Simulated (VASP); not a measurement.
# PbS: single point with PBE

Slab: PbS, a slab with vacuum.

```
CELL_PARAMETERS angstrom
2.92076 -2.88054 0.00000
2.92076 2.88054 0.00000
-1.07280 0.00000 11.63070
ATOMIC_POSITIONS crystal
Pb 0.77560 0.77560 0.63638
Pb 0.22440 0.22440 0.36362
S 0.26840 0.26840 0.59860
S 0.73160 0.73160 0.40140
```

This cell differs from its parent crystal: volume scaled by 0.98.

```json
{
  "Program": "VASP 6.6.1",
  "Task": "single point",
  "Functional": "PBE",
  "Potentials or basis": "VASP PAW PBE potentials, release 64 (Pb_d, S)",
  "Cutoff": "500 eV",
  "k mesh": "7 × 7 × 3",
  "Occupations": "fermi-dirac, width 0.01 eV",
  "Spin": "no spin polarisation",
  "Dipole correction": "no",
  "Further INCAR settings": "ALGO = Normal; EDIFF = 1e-06; NBANDS = 28"
}
```

* Largest force: 0.267 eV/Å
* Band gap on the k mesh: 1.24 eV, indirect (the least direct gap lies 0.3 meV higher)

Forces on the atoms (eV/Å):
```
Pb  -0.002  0.000 -0.267
Pb   0.002  0.000  0.267
S   -0.003  0.000 -0.024
S    0.003  0.000  0.024
```

Levels at points of the mesh, in eV from the valence-band top:
```
           k point  band 17  band 18  band 19  band 20  band 21  band 22  band 23  band 24
(0.00, 0.00, 0.00)    -2.50    -1.50    -1.38     0.00     1.35     2.98     4.94     5.28
```

Wall time 2 min on 1 thread of Intel(R) Xeon(R) 6975P-C (Granite Rapids), on a shared host, peak memory 0.37 GiB.

Caveat: spin-orbit coupling is left out, which moves the levels of the heavy elements.
